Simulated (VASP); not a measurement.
Here is a VASP 6.6.1 calculation.

The input INCAR:

```
  PREC = Accurate
  ENCUT = 520
  EDIFF = 1E-6
  ISMEAR = 0
  SIGMA = 0.1
  LREAL = False
  LASPH = True
  NELM = 100
  ALGO = Normal
  ISIF = 2
  LWAVE = False
  LCHARG = False
  LDIPOL = True
  IDIPOL = 3
  DIPOL = 0.5 0.5 0.306
  GGA = PE
  IVDW = 12
  NBANDS = 102
```

Contents of KPOINTS:

```
regular mesh
0
Gamma
  5 5 1
```

File POSCAR:

```
Mo12CO
1.0
    5.4217526921      0.0000000000      0.0000000000
   -1.8072508974      5.1116774593      0.0000000000
    0.0000000000      0.0000000000     23.0631157589
Mo O C
12 1 1
Direct
    0.2500000000      0.2500000000      0.1734371037
    0.2500000000      0.7500000000      0.1734371037
    0.7500000000      0.2500000000      0.1734371037
    0.7500000000      0.7500000000      0.1734371037
    0.0000000000      0.0000000000      0.2669425932
    0.0000000000      0.5000000000      0.2669425932
    0.5000000000      0.0000000000      0.2669425932
    0.5000000000      0.5000000000      0.2669425932
    0.2500000000      0.2500000000      0.3604506800
    0.2500000000      0.7500000000      0.3604506800
    0.7500000000      0.2500000000      0.3604506800
    0.7500000000      0.7500000000      0.3604506800
    0.4166666667      0.4166666667      0.5165440734
    0.4166666667      0.4166666667      0.5664072407
```

Potentials or basis: VASP PAW PBE potentials, release 64 (Mo_sv, O, C).

The run is started by

```bash
$ cat potpaw_PBE.64/Mo_sv/POTCAR potpaw_PBE.64/O/POTCAR potpaw_PBE.64/C/POTCAR > POTCAR
$ mpirun -np 1 vasp_std > vasp.out
```

Predict the band gap on the k mesh.

zero (bands 89 and 90 overlap by 1.82 eV).

What does it give for the dispersion energy per atom?

-0.419 eV.

Forces in eV/Å, atoms in the order of the input:
```
Mo   0.004  0.006 -0.033
Mo   0.003 -0.002 -0.037
Mo  -0.003  0.002 -0.037
Mo  -0.005 -0.007 -0.035
Mo  -0.002 -0.002  0.040
Mo   0.000 -0.001  0.003
Mo  -0.001  0.000  0.003
Mo   0.002  0.002 -0.007
Mo   0.005  0.007  0.053
Mo  -0.002  0.003  0.013
Mo   0.004 -0.001  0.013
Mo   0.001  0.001  0.023
O   -0.009 -0.013  0.709
C    0.002  0.003 -0.707
```
